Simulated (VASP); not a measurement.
Crystal: FeO (Wuestite).

```
Fe O
1.0
     1.53881    0.88843    2.55273
    -1.53881    0.88843    2.55273
     0.00000   -1.77686    2.55273
Fe O
1 1
Direct
  0.00000 0.00000 0.00000
  0.50000 0.50000 0.50000
```

Base run:

| Item | Value |
| --- | --- |
| Program | VASP 6.6.1 |
| Functional | PBE |
| Potentials or basis | VASP PAW PBE potentials, release 64 (Fe, O) |
| Cutoff | 520 eV |
| k mesh | 11 × 11 × 11 |
| Occupations | fermi-dirac, width 0.05 eV |
| Spin | collinear spin, ferromagnetic start |
| Starting moments | [3.0, 0.0] μB |

Its results: band gap on the k mesh zero (filled and empty bands overlap); pressure -7.6 GPa; net moment 4.00 μB per cell; site moments Fe +3.62; O +0.29 μB.

**Question.** The run is repeated on the same cell with these changes: functional from PBE to PBEsol. What comes out?

**Answer.** Band gap on the k mesh zero (filled and empty bands overlap); pressure -15.2 GPa; net moment 4.00 μB per cell; site moments Fe +3.62; O +0.29 μB.

PBEsol binds more tightly than PBE, so the same cell stands under less pressure.

Caveats: a cell with one magnetic atom can't hold antiferromagnetic order, which such compounds often take; semilocal functionals often make such compounds metallic where correlation or magnetic order opens a gap, which also shifts bond lengths; the PAW data sets were made with another functional, which shifts forces and pressure a little (some runs).
